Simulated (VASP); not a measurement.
Wanted: the native input for a VASP 6.6.1 run.

```
Task                   : relaxation of shape and atoms at fixed volume
Functional             : PBE
Potentials or basis    : VASP PAW PBE potentials, release 64 (Ti_sv, O)
Cutoff                 : 600 eV
k mesh                 : 6 × 6 × 10
Occupations            : gaussian, width 0.02 eV
Spin                   : no spin polarisation
Dipole correction      : no
Further INCAR settings : ALGO = Normal; EDIFF = 1e-06; IBRION = 2; EDIFFG = -0.01; NSW = 50; ISIF = 4
```

The structure of TiO2 lies in POSCAR:

```
TiO2
1.0
    4.8210686595      0.0000000000      0.0000000000
    0.0000000000      4.8210686595      0.0000000000
    0.0000000000      0.0000000000      3.0242366863
Ti O
2 4
Direct
    0.0000000000      0.0000000000      0.0000000000
    0.5000000000      0.5000000000      0.5000000000
    0.3081744812      0.3081744812      0.0000000000
    0.1918255188      0.8081744812      0.5000000000
    0.6918255188      0.6918255188      0.0000000000
    0.8081744812      0.1918255188      0.5000000000
```

These files were run (other wordings do the same):

INCAR

```
  ALGO = Normal
  EDIFF = 1E-6
  EDIFFG = -0.01
  ENCUT = 600
  GGA = PE
  IBRION = 2
  ISIF = 4
  ISMEAR = 0
  LASPH = True
  LCHARG = False
  LREAL = False
  LWAVE = False
  NELM = 80
  NSW = 50
  PREC = Accurate
  SIGMA = 0.02
```

KPOINTS

```
k-points
0
Gamma
  6 6 10
```

Potentials or basis: VASP PAW PBE potentials, release 64 (Ti_sv, O).

The run is started by

```bash
$ cat potpaw_PBE.64/Ti_sv/POTCAR potpaw_PBE.64/O/POTCAR > POTCAR
$ mpirun -np 1 vasp_std > vasp.out
```

Results of the run:

```
Energy gained by relaxing    : 1.7 meV/atom
Ionic steps                  : 3
Pressure after relaxing      : -14.2 GPa
Largest force after relaxing : 0.004 eV/Å
Band gap on the k mesh       : 1.90 eV
```

Run time: 5.1 min on 1 thread of Oxide Virtual Turin-like Processor, on a shared host, peak memory 0.24 GiB.
